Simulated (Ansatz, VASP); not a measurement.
**C in VASP and in Ansatz**

```xyz
4
Lattice="2.5636 0.0000 0.0000 -1.2818 2.2201 0.0000 0.0000 0.0000 6.7384" Properties=species:S:1:pos:R:3 pbc="T T T"
C     0.0000    0.0000    0.0168
C     0.0000    0.0000    3.3861
C     0.0000    1.4801    0.0168
C     1.2818    0.7400    3.3861
```

Change from the starting cell: strain +0.040 along x and y, +0.000 along z, atoms carried along.

Alike in both runs: task single point; functional PBE; dispersion D3(BJ); k mesh 24 × 24 × 8; occupations gaussian, width 0.15 eV; no spin polarisation.

|  | VASP | Ansatz |
| --- | --- | --- |
| version | VASP 6.6.1 | Ansatz 0.2.0 |
| potentials or method | VASP PAW PBE potentials, release 64 (C), cutoff 520 eV | scalar-relativistic, plane waves, PAW |
| valence electrons in the cell | 16 | 16 |

```csv
,VASP,Ansatz,Ansatz less VASP
gap on the k mesh at the Fermi level (eV),none,none,-
pressure (GPa),-27.7,-28.1,-0.33
"traceless stress, the component that is largest in VASP (GPa)",27.98,28.39,+0.407
```

A gap of «none» marks a metal or a gap that the smearing closes.
